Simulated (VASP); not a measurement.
# Cu (P6_3/mmc) in VASP: settings compared, part 2 of 2

VASP 6.6.1.

**4. Single point, LDA**

INCAR reads:

```
PREC = Accurate
ENCUT = 520
EDIFF = 1E-6
ISMEAR = 0
SIGMA = 0.05
LREAL = False
LASPH = True
NELM = 100
ALGO = Normal
ISIF = 2
LWAVE = False
LCHARG = True
LELF = True
LVHAR = True
NBANDS = 18
```

KPOINTS reads:

```
regular mesh
0
Gamma
  12 12 7
```

POSCAR reads:

```
Cu
1.0
    2.5340966698      0.0000000000      0.0000000000
   -1.2670483349      2.1945920917      0.0000000000
    0.0000000000      0.0000000000      4.1125710000
Cu
2
Direct
    0.6666666667      0.3333333333      0.7500000000
    0.3333333333      0.6666666667      0.2500000000
```

Potentials or basis: VASP PAW LDA potentials, release 64 (Cu).

Started as:

```
> cat potpaw_LDA.64/Cu/POTCAR > POTCAR
> mpirun -np 1 vasp_std > vasp.out
```

OUTCAR:

```text
PREC = Accurate
   ENCUT = 520
   EDIFF = 1E-6
   ISMEAR = 0
   LREAL = False
   LASPH = True
   NELM = 100
   ISIF = 2

 ion  position               nearest neighbor table
   1  0.667  0.333  0.750-   2 2.52   2 2.52   2 2.52   2 2.52   2 2.52   2 2.52
   2  0.333  0.667  0.250-   1 2.52   1 2.52   1 2.52   1 2.52   1 2.52   1 2.52

  LATTYP: Found a hexagonal cell.
 ALAT       =     2.5340966698
 C/A-ratio  =     1.6228942838

  Lattice vectors:

 A1 = (   2.5340966698,   0.0000000000,   0.0000000000)
 A2 = (  -1.2670483349,   2.1945920917,   0.0000000000)
 A3 = (   0.0000000000,   0.0000000000,   4.1125710000)

Analysis of symmetry for initial positions (statically):
=====================================================================
 Subroutine PRICEL returns:
 Original cell was already a primitive cell.

 Routine SETGRP: Setting up the symmetry group for a
 hexagonal supercell.

 Subroutine GETGRP returns: Found 24 space group operations
 (whereof 12 operations were pure point group operations)
 out of a pool of 24 trial point group operations.

The static configuration has the point symmetry D_3d.
 The point group associated with its full space group is D_6h.

Analysis of symmetry for dynamics (positions and initial velocities):
=====================================================================
 Subroutine PRICEL returns:
 Original cell was already a primitive cell.

 Routine SETGRP: Setting up the symmetry group for a
 hexagonal supercell.

 Subroutine GETGRP returns: Found 24 space group operations
 (whereof 12 operations were pure point group operations)
 out of a pool of 24 trial point group operations.

The dynamic configuration has the point symmetry D_3d.
 The point group associated with its full space group is D_6h.

 Subroutine INISYM returns: Found 24 space group operations
 (whereof 12 operations are pure point group operations),
 and found     1 'primitive' translations

----------------------------------------------------------------------------------------

                                     Primitive cell

  volume of cell :      22.8713

  direct lattice vectors                    reciprocal lattice vectors
     2.534096670  0.000000000  0.000000000     0.394617937  0.227832772  0.000000000
    -1.267048335  2.194592092  0.000000000     0.000000000  0.455665544  0.000000000
     0.000000000  0.000000000  4.112571000     0.000000000  0.000000000  0.243156896

  length of vectors
     2.534096670  2.534096670  4.112571000     0.455665544  0.455665544  0.243156896

  position of ions in fractional coordinates (direct lattice)
     0.666666667  0.333333333  0.750000000
     0.333333333  0.666666667  0.250000000

  ion indices of the primitive-cell ions
   primitive index   ion index
                 1           1
                 2           2

----------------------------------------------------------------------------------------

 KPOINTS: regular mesh

Automatic generation of k-mesh.
 Grid dimensions read from file:
 generate k-points for:   12   12    7

 Generating k-lattice:

  Cartesian coordinates                     Fractional coordinates (reciprocal lattice)
     0.032884828  0.018986064  0.000000000     0.083333333 -0.000000000  0.000000000
     0.000000000  0.037972129  0.000000000     0.000000000  0.083333333  0.000000000
     0.000000000  0.000000000  0.034736699     0.000000000  0.000000000  0.142857143

  Length of vectors
     0.037972129  0.037972129  0.034736699

  Shift w.r.t. Gamma in fractional coordinates (k-lattice)
     0.000000000  0.000000000  0.000000000

 Subroutine IBZKPT returns following result:
 ===========================================

 Found     76 irreducible k-points:

 Following reciprocal coordinates:
            Coordinates               Weight
  0.000000  0.000000  0.000000      1.000000
  0.083333  0.000000  0.000000      6.000000
  0.166667  0.000000  0.000000      6.000000
  0.250000 -0.000000  0.000000      6.000000
  0.333333 -0.000000  0.000000      6.000000
  0.416667 -0.000000  0.000000      6.000000
[... 16 lines left out ...]
  0.250000 -0.000000  0.142857     12.000000
  0.333333 -0.000000  0.142857     12.000000
 [... further k-points ...]
   k-points           NKPTS =     76   k-points in BZ     NKDIM =     76   number of bands    NBANDS=     18
   number of dos      NEDOS =    301   number of ions     NIONS =      2
   total plane-waves  NPLWV =  12800
   dimension x,y,z NGX =    20 NGY =   20 NGZ =   32
   dimension x,y,z NGXF=    40 NGYF=   40 NGZF=   64
   ions per type =               2
   NGX,Y,Z   is equivalent  to a cutoff of  13.12, 13.12, 12.94 a.u.
   NGXF,Y,Z  is equivalent  to a cutoff of  26.24, 26.24, 25.87 a.u.
 SYSTEM =  unknown system
   PREC   = accura    normal or accurate (medium, high low for compatibility)
   ISTART =      0    job   : 0-new  1-cont  2-samecut
   ICHARG =      2    charge: 1-file 2-atom 10-const
   ISPIN  =      1    spin polarized calculation?
   LNONCOLLINEAR =      F non collinear calculations
   LSORBIT =      F    spin-orbit coupling
   LASPH  =      T    aspherical Exc in radial PAW
   ENCUT  =  520.0 eV  38.22 Ry    6.18 a.u.   4.71  4.71  7.65*2*pi/ulx,y,z
   NELM   =    100;   NELMIN=  2; NELMDL= -5     # of ELM steps
   EDIFF  = 0.1E-05   stopping-criterion for ELM
   LREAL  =      F    real-space projection
   EDIFFG = 0.1E-04   stopping-criterion for IOM
   NSW    =      0    number of steps for IOM
   IBRION =     -1    ionic relax: 0-MD 1-quasi-New 2-CG
   NFREE  =      0    steps in history (QN), initial steepest desc. (CG)
   ISIF   =      2    stress and relaxation
   ISYM   =      2    0-nonsym 1-usesym 2-fastsym
   POTIM  = 0.5000    time-step for ionic-motion
   TEBEG  =    0.0;   TEEND  =   0.0 temperature during run
   PSTRESS=    0.0 pullay stress
   NELECT =      22.0000    total number of electrons
   NUPDOWN=      -1.0000    fix difference up-down
   EMIN   =  10.00;   EMAX   =-10.00  energy-range for DOS
   EFERMI =   0.00;   METHOD = LEGACY
   ISMEAR =     0;   SIGMA  =   0.05  broadening in eV -4-tet -1-fermi 0-gaus
   EFERMI_NEDOS =   21; number of points for ismear=-14 and -15
   IALGO  =     38    algorithm
   IMIX   =      4    mixing-type and parameters
     AMIX     =   0.40;   BMIX     =  1.00
     AMIX_MAG =   1.60;   BMIX_MAG =  1.00
  volume/ion in A,a.u.               =      11.44        77.17
  Fermi-wavevector in a.u.,A,eV,Ry     =   1.616041  3.053874 35.532800  2.611587
  Thomas-Fermi vector in A             =   2.710691
   LORBIT       =      0    0 simple, 1 ext, 2 COOP (PROOUT), +10 PAW based schemes
   GGA     = CA    functional components
   LHFCALC =     F    Hartree Fock is set to
   AEXX    =    0.0000 exact exchange contribution
   IVDW    =     0    specifies the selected vdW correction
   LEPSILON=     F    determine dielectric tensor
   LRPA    =     F    only Hartree local field effects (RPA)
 non-spin polarized calculation
 Gauss-broadening in eV      SIGMA  =   0.05
  energy-cutoff  :      520.00
  volume of cell :       22.87
 maximum number of plane-waves:       634
 NGX is ok and might be reduce to    20
   NGX =  9   NGY =  9   NGZ = 15

 number of electron      21.9999979 magnetization

 Free energy of the ion-electron system (eV)
  ---------------------------------------------------
  ext. energy  EPLUGINS =         0.00000000
  ---------------------------------------------------
  free energy    TOTEN  =        -9.35896959 eV

  energy without entropy =       -9.35761226  energy(sigma->0) =       -9.35829093

 E-fermi :   7.6956     XC(G=0): -13.2913

 val. band max:        7.6905481663   @ k =   0.0833   0.0833   0.1429
 cond. band min:       7.7158909319   @ k =   0.2500   0.2500   0.2857
 fundamental gap:      0.0253427656
 Fermi energy:         7.6955634406

 k-point     1 :       0.0000    0.0000    0.0000
  band No.  band energies     occupation
      1      -1.8475      2.00000
      2       2.4587      2.00000
      3       4.5967      2.00000
      4       4.6457      2.00000
      5       4.6457      2.00000
      6       4.8698      2.00000
[... 10 lines left out ...]
     17      31.4751      0.00000
     18      31.4752      0.00000
[... 463 lines left out ...]
 k-point    24 :       0.3333   -0.0000    0.1429
  band No.  band energies     occupation
      1       1.4645      2.00000
      2       3.2257      2.00000
      3       3.5144      2.00000
      4       4.1086      2.00000
      5       4.6468      2.00000
      6       4.7217      2.00000
[... 10 lines left out ...]
     17      25.4773      0.00000
     18      27.7109      0.00000

 [... further k-points ...]

------------------------ aborting loop because EDIFF is reached ----------------------------------------

  FORCE on cell =-STRESS in cart. coord.  units (eV):
  Direction    XX          YY          ZZ          XY          YZ          ZX
  --------------------------------------------------------------------------------------
  -------------------------------------------------------------------------------------
  Total       -1.0019992     -1.0019992     -1.0068096      0.0000000     -0.0000000      0.0000000
  in kB      -70.1919884    -70.1919884    -70.5289678      0.0000000     -0.0000000      0.0000000
  external PRESSURE =     -70.3043149 kB  Pullay stress =       0.0000000 kB

 VOLUME and BASIS-vectors are now :
 -----------------------------------------------------------------------------
  energy-cutoff  :      520.00
  volume of cell :       22.87
      direct lattice vectors                 reciprocal lattice vectors
     2.534096670  0.000000000  0.000000000     0.394617937  0.227832772  0.000000000
    -1.267048335  2.194592092  0.000000000     0.000000000  0.455665544  0.000000000
     0.000000000  0.000000000  4.112571000     0.000000000  0.000000000  0.243156896

 POSITION                                       TOTAL-FORCE (eV/Angst)
 -----------------------------------------------------------------------------------
      1.26705      0.73153      3.08443        -0.000000     -0.000000      0.000000
     -0.00000      1.46306      1.02814         0.000000      0.000000      0.000000
 -----------------------------------------------------------------------------------
    total drift:                               -0.000000      0.000000     -0.000000

  FREE ENERGIE OF THE ION-ELECTRON SYSTEM (eV)
  ---------------------------------------------------
  free  energy   TOTEN  =        -9.3589695932 eV

  energy  without entropy=       -9.3576122579  energy(sigma->0) =       -9.35829093
```

Wall time 19 s (1 thread of Intel Xeon 6975P-C, shared host); peak memory 0.14 GiB.

What came out:

```
Free energy            : -9.3590 eV
Pressure               : -7.0 GPa
Band gap on the k mesh : zero (band 11 reaches 11.78 eV, above the bottom of band 12 at 5.79 eV)
```

Levels at points of the mesh, in eV from the Fermi level:
| k point | band 9 | band 10 | band 11 | band 12 | band 13 | band 14 |
| --- | --- | --- | --- | --- | --- | --- |
| (0.00, 0.00, 0.00) | -2.55 | -1.74 | -1.74 | -0.96 | 4.03 | 21.69 |
| (0.50, 0.00, 0.00) | -1.59 | -1.54 | 0.04 | 1.63 | 7.96 | 8.36 |

**5. Single point, RPBE**

INCAR reads:

```
SYSTEM = Cu
PREC = Accurate
ENCUT = 520
EDIFF = 1E-7
ISMEAR = 0
SIGMA = 0.1
LREAL = .FALSE.
LASPH = .TRUE.
NELM = 80
ALGO = Normal
ISIF = 2
LWAVE = .FALSE.
LCHARG = .FALSE.
GGA = RP
NBANDS = 18
```

KPOINTS reads:

```
Automatic mesh
0
G
  12 12 7
  0 0 0
```

POSCAR is that of step 4.

Potentials or basis: VASP PAW PBE potentials, release 64 (Cu).

Started as:

```
> cat potpaw_PBE.64/Cu/POTCAR > POTCAR
> mpirun -np 1 vasp_std > vasp.out
```

It took 19 s on 1 thread of Intel Xeon 6975P-C, shared host; peak memory 0.15 GiB.

Results (log left out):

```yaml
Free_energy: -6.4047 eV
Pressure: 13.1 GPa
Band_gap_on_the_k_mesh: zero (band 11 reaches 12.20 eV, above the bottom of band 12 at 6.22 eV)
```

Stress tensor (GPa, compression positive):
```
12.94  0.00  0.00
 0.00 12.94  0.00
 0.00  0.00 13.26
```

Levels at points of the mesh, in eV from the Fermi level:
```csv
k point,band 8,band 9,band 10,band 11,band 12,band 13,band 14,band 15
"(0.00, 0.00, 0.00)",-2.52,-2.52,-1.73,-1.73,-1.01,4.08,21.51,22.20
"(0.50, 0.00, 0.00)",-1.64,-1.57,-1.53,0.02,1.65,7.99,8.44,10.90
```

Caveat: the PAW data sets were made with another functional, which shifts forces and pressure a little.

**6. Summary**

| level | potentials or basis | k mesh | cutoff (eV) | smearing | second run | gap on the mesh (eV) | pressure (GPa) |
| --- | --- | --- | --- | --- | --- | --- | --- |
| LDA | VASP PAW LDA potentials, release 64 (Cu_sv_GW) | 10 × 10 × 6 | 700 | gaussian 0.05 eV | valence_matched | none | -11.8 |
| PBE | VASP PAW PBE potentials, release 64 (Cu_sv_GW) | 10 × 10 × 6 | 700 | fermi-dirac 0.1 eV | valence_matched | none | 2.1 |
| LDA | VASP PAW LDA potentials, release 64 (Cu) | 12 × 12 × 7 | 520 | gaussian 0.05 eV | - | none | -7.0 |
| RPBE | VASP PAW PBE potentials, release 64 (Cu) | 12 × 12 × 7 | 520 | gaussian 0.1 eV | - | none | 13.1 |

Alike in all rows: task single point; no spin polarisation; cell as given.

Caveats: the PAW data sets were made with another functional, which shifts forces and pressure a little (some runs).

Absolute energies hang on the potentials; compare differences alone.
